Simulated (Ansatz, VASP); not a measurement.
## Two plane-wave programs on Sn2Ge3

The input INCAR:

```
PREC     = Accurate       # precision mode
ENCUT    = 520            # plane-wave cutoff, eV
EDIFF    = 1E-6           # SCF threshold, eV
ISMEAR   = 0              # smearing method
SIGMA    = 0.1            # smearing width, eV
LREAL    = F              # projectors in reciprocal space
LASPH    = T              # aspherical terms in the spheres
NELM     = 100            # most SCF steps
ALGO     = Normal         # electronic algorithm
ISIF     = 2              # what is computed and relaxed
LWAVE    = F              # write WAVECAR
LCHARG   = F              # write CHGCAR
GGA      = PE             # functional
NBANDS   = 43             # bands
```

Contents of KPOINTS:

```
regular mesh
0
Gamma
  8 8 8
```

Contents of POSCAR:

```
Sn2Ge3
1.0
   -1.5914090400      1.5914090400     11.2529612200
    1.5914090400     -1.5914090400     11.2529612200
    1.5914090400      1.5914090400    -11.2529612200
Sn Ge
2 3
Direct
    0.4000000000      0.4000000000      0.0000000000
    0.6000000000      0.6000000000      0.0000000000
    0.0000000000      0.0000000000      0.0000000000
    0.8000000000      0.8000000000      0.0000000000
    0.2000000000      0.2000000000      0.0000000000
```

Input for Ansatz:

```yaml
crystal:
  lattice:
    - [-1.59140904, 1.59140904, 11.25296122]
    - [1.59140904, -1.59140904, 11.25296122]
    - [1.59140904, 1.59140904, -11.25296122]
  atoms:
    - { symbol: Sn, position: [0.4, 0.4, 0.0] }
    - { symbol: Sn, position: [0.6, 0.6, 0.0] }
    - { symbol: Ge, position: [0.0, 0.0, 0.0] }
    - { symbol: Ge, position: [0.8, 0.8, 0.0] }
    - { symbol: Ge, position: [0.2, 0.2, 0.0] }
basis:
  ecutwfc: 420
kpoints:
  mp_grid: { grid: [8, 8, 8] }
hamiltonian:
  xc: pbe
scf:
  occupations: { method: gaussian, width: 0.1 }
  lower_state_search: "off"
output:
  forces: true
  stress: true
  eigenvalues: true
```

Alike in both runs: task single point; functional PBE; k mesh 8 × 8 × 8; occupations gaussian, width 0.1 eV; no spin polarisation.

|  | VASP | Ansatz |
| --- | --- | --- |
| version | VASP 6.6.1 | Ansatz 0.2.0 |
| potentials or method | VASP PAW PBE potentials, release 64 (Sn_d, Ge_d), cutoff 520 eV | scalar-relativistic, plane waves, PAW |
| valence electrons in the cell | 70 | 70 |

```tsv
	VASP	Ansatz	Ansatz less VASP
gap on the k mesh at the Fermi level (eV)	none	none	-
pressure (GPa)	0.6	0.6	+0.05
traceless stress, the component that is largest in VASP (GPa)	-0.44	-0.45	-0.002
rms of the force components (eV/Å)	0.185	0.185	+0.0003
```

Atom by atom the forces differ by 0.000 eV/Å (rms over components). A gap of «none» marks a metal or a gap that the smearing closes.
